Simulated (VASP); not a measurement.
Input of a VASP 6.6.1 run:

File INCAR:

```
PREC = Accurate
ENCUT = 520
EDIFF = 1E-6
ISMEAR = 0
SIGMA = 0.02
LREAL = F
LASPH = T
NELM = 80
ALGO = Normal
ISIF = 2
LWAVE = F
LCHARG = F
GGA = PE
NBANDS = 41
```

Contents of KPOINTS:

```
regular mesh
0
Gamma
  6 6 6
```

The input POSCAR:

```
Ga4SeS
1.0
    0.0000000000      4.6518279721      4.6518279721
    4.6518279721      0.0000000000      4.6518279721
    4.6518279721      4.6518279721      0.0000000000
Ga Se S
4 1 1
Direct
    0.8984334467      0.3046996600      0.8984334467
    0.8984334467      0.8984334467      0.8984334467
    0.3046996600      0.8984334467      0.8984334467
    0.8984334467      0.8984334467      0.3046996600
    0.2500000000      0.2500000000      0.2500000000
    0.7500000000      0.7500000000      0.7500000000
```

Potentials or basis: VASP PAW PBE potentials, release 64 (Ga_d, Se, S).

Command:

```bash
$ cat potpaw_PBE.64/Ga_d/POTCAR potpaw_PBE.64/Se/POTCAR potpaw_PBE.64/S/POTCAR > POTCAR
$ mpirun -np 1 vasp_std > vasp.out
```

Problem. Estimate the largest force.

Solution. 0.014 eV/Å.

Problem. What does it give for the band gap on the k mesh?

Solution. 0.74 eV (least direct gap 1.05 eV).

Problem. Predict the pressure.

Solution. 0.1 GPa.

Forces in eV/Å, atoms in the order of the input:
```
Ga  -0.008  0.008 -0.008
Ga   0.008  0.008  0.008
Ga   0.008 -0.008 -0.008
Ga  -0.008 -0.008  0.008
Se   0.000  0.000  0.000
S    0.000  0.000  0.000
```

Caveat: semilocal functionals underestimate gaps, and a narrow one can read as zero. A k mesh can miss the band edges.
